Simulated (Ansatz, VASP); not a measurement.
**One calculation of F, two programs**

```
F
1.0
     3.07127   -1.76517   -0.23688
     3.07127    1.76517   -0.23688
    -2.30936    0.00000    7.06900
F
4
Cartesian
  0.3225 0.0000 0.5678
  3.5106 0.0000 6.0274
  1.7098 0.0000 3.9594
  2.1234 0.0000 2.6359
```

Alike in both runs: task single point; functional PBEsol; k mesh 4 × 4 × 2; occupations gaussian, width 0.05 eV; no spin polarisation.

|  | VASP | Ansatz |
| --- | --- | --- |
| version | VASP 6.6.1 | Ansatz 0.2.0 |
| potentials or method | VASP PAW PBE potentials, release 64 (F), cutoff 520 eV | scalar-relativistic, plane waves, PAW |
| valence electrons in the cell | 28 | 28 |

Ansatz gave:

```
gap on the k mesh at the Fermi level (eV)                     : 3.26
least direct gap on the mesh (eV)                             : 3.30
pressure (GPa)                                                : 5.0
traceless stress, the component that is largest in VASP (GPa) : 6.50
rms of the force components (eV/Å)                            : 1.928
```

Problem. Which values does VASP return?

Solution. gap on the k mesh at the Fermi level (eV): 3.18; least direct gap on the mesh (eV): 3.23; pressure (GPa): 5.6; traceless stress, the component that is largest in VASP (GPa): 8.24; rms of the force components (eV/Å): 2.263.

VASP's potentials were made for PBE, not for PBEsol. Atom by atom the forces differ by 0.364 eV/Å (rms over components).

The k mesh is coarse, so the values compare programs but aren't converged.
